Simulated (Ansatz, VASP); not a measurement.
# Two plane-wave programs on Pt

```
Pt
1.0
     0.00000    1.94679    1.94679
     1.94679    0.00000    1.94679
     1.94679    1.94679    0.00000
Pt
1
Direct
  0.00000 0.00000 0.00000
```

Alike in both runs: functional LDA; k mesh 18 × 18 × 18; occupations gaussian, width 0.1 eV; no spin polarisation.

Ansatz relaxed the structure, and its values are those at the end. VASP's run is a single point on that final structure, the one shown.

```csv
,VASP,Ansatz
version,VASP 6.6.1,Ansatz 0.2.0
potentials or method,"VASP PAW LDA potentials, release 64 (Pt), cutoff 500 eV","scalar-relativistic, plane waves, PAW"
valence electrons in the cell,10,18
```

Ansatz gave:

```
gap on the k mesh at the Fermi level (eV) : none
pressure (GPa)                            : 0.0
```

Question: What did VASP give for the same quantities?

Answer: gap on the k mesh at the Fermi level (eV): none; pressure (GPa): 0.8.

Ansatz warns that its potentials were made for another functional, while VASP's fit it. LDA's correlation is that of Perdew and Zunger in VASP and of Perdew and Wang (1992) in Ansatz. A gap of «none» marks a metal or a gap that the smearing closes. VASP's potentials hold 10 valence electrons a cell and Ansatz's 18, so a difference there can come from the potentials and not from the codes.

Spin-orbit coupling is off throughout.
